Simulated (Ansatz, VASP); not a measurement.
Cs: VASP beside Ansatz

```
Cs
1.0
    -3.02250    3.02250    3.02250
     3.02250   -3.02250    3.02250
     3.02250    3.02250   -3.02250
Cs
1
Direct
  0.00000 0.00000 0.00000
```

Alike in both runs: task relaxation of cell and atoms; functional r2SCAN; k mesh 12 × 12 × 12; occupations fermi-dirac, width 0.05 eV; no spin polarisation.

|  | VASP | Ansatz |
| --- | --- | --- |
| version | VASP 6.6.1 | Ansatz 0.2.0 |
| potentials or method | VASP PAW PBE potentials, release 64 (Cs_sv) | PAW with Ansatz's default frozen-core files, scalar-relativistic |
| plane-wave cutoff (eV) | 600 | 500 |
| valence electrons in the cell | 9 | 9 |

Ansatz gave:

```
relaxed volume (Å³/atom)                                                      : 123.31
relaxed length of the cell vector where the two differ most in proportion (Å) : 5.431
```

Question: What did VASP give for the same quantities?

Answer: Relaxed volume (Å³/atom): 123.15; relaxed length of the cell vector where the two differ most in proportion (Å): 5.429.

VASP's potentials were made for PBE, not for r2SCAN.

Spin-orbit coupling is off throughout.
